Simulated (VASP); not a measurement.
MoS2, 3 atoms in the cell. The structure is trigonal, space group R3m (No. 160). Conventional cell: a = 3.225 Å, b = 3.225 Å, c = 18.730 Å, α = 90.00°, β = 90.00°, γ = 120.00°. Within 3.3 Å of Mo (site symmetry 3m) lie 6 S at 2.41 Å and 6 Mo at 3.23 Å. S (site symmetry 3m) has 3 Mo at 2.41 Å and 7 S at 3.06 to 3.23 Å within 3.3 Å. S (site symmetry 3m) has 3 Mo at 2.41 Å and 7 S at 3.06 to 3.23 Å within 3.3 Å. 

```yaml
Program: VASP 6.6.1
Task: electric field gradients
Functional: PBE
Potentials_or_basis: VASP PAW PBE potentials, release 64 (Mo_sv, S)
Cutoff: 520 eV
k_mesh: 13 × 13 × 13
Occupations: fermi-dirac, width 0.05 eV
Spin: no spin polarisation
Dipole_correction: no
Further_INCAR_settings: ALGO = Normal; EDIFF = 1e-08; NBANDS = 20
```

Potentials or basis: VASP PAW PBE potentials, release 64 (Mo_sv, S).

Command:

```sh
$ cat potpaw_PBE.64/Mo_sv/POTCAR potpaw_PBE.64/S/POTCAR > POTCAR
$ mpirun -np 1 vasp_std > vasp.out
```

Hardware: 1 thread of Intel(R) Xeon(R) Platinum 8375C CPU @ 2.90GHz (Ice Lake), on a shared host.

Q: Estimate the wall time of this run.

A: Run time: 9 min on 1 thread of Intel(R) Xeon(R) Platinum 8375C CPU @ 2.90GHz (Ice Lake), on a shared host, peak memory 0.48 GiB. Counts: scf iterations 18, k points 231.
